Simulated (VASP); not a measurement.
A run of VASP 6.6.1:

File INCAR:

```
PREC     = Accurate       # precision mode
ENCUT    = 500            # plane-wave cutoff, eV
EDIFF    = 1E-6           # SCF threshold, eV
ISMEAR   = -1             # smearing method
SIGMA    = 0.03           # smearing width, eV
LREAL    = False          # projectors in reciprocal space
LASPH    = True           # aspherical terms in the spheres
NELM     = 120            # most SCF steps
ALGO     = Normal         # electronic algorithm
ISIF     = 2              # what is computed and relaxed
LWAVE    = False          # write WAVECAR
LCHARG   = False          # write CHGCAR
GGA      = PE             # functional
NBANDS   = 16             # bands
GGA_COMPAT= False
```

File KPOINTS:

```
regular mesh
0
Gamma
  13 13 13
```

Contents of POSCAR:

```
AgBr
1.0
    0.0000000000      2.9204479467      2.9204479467
    2.9204479467      0.0000000000      2.9204479467
    2.9204479467      2.9204479467      0.0000000000
Ag Br
1 1
Direct
    0.0000000000      0.0000000000      0.0000000000
    0.5000000000      0.5000000000      0.5000000000
```

Potentials or basis: VASP PAW PBE potentials, release 64 (Ag, Br).

Launch:

```console
$ cat potpaw_PBE.64/Ag/POTCAR potpaw_PBE.64/Br/POTCAR > POTCAR
$ mpirun -np 1 vasp_std > vasp.out
```

Hardware: 1 thread of Intel(R) Xeon(R) Platinum 8559C (Emerald Rapids), with other jobs on the host.

**Question.** How long does it take, and how much memory?

**Answer.** Wall time 25 s on 1 thread of Intel(R) Xeon(R) Platinum 8559C (Emerald Rapids), on a shared host, peak memory 0.2 GiB. Counts: scf iterations 12, k points 84.
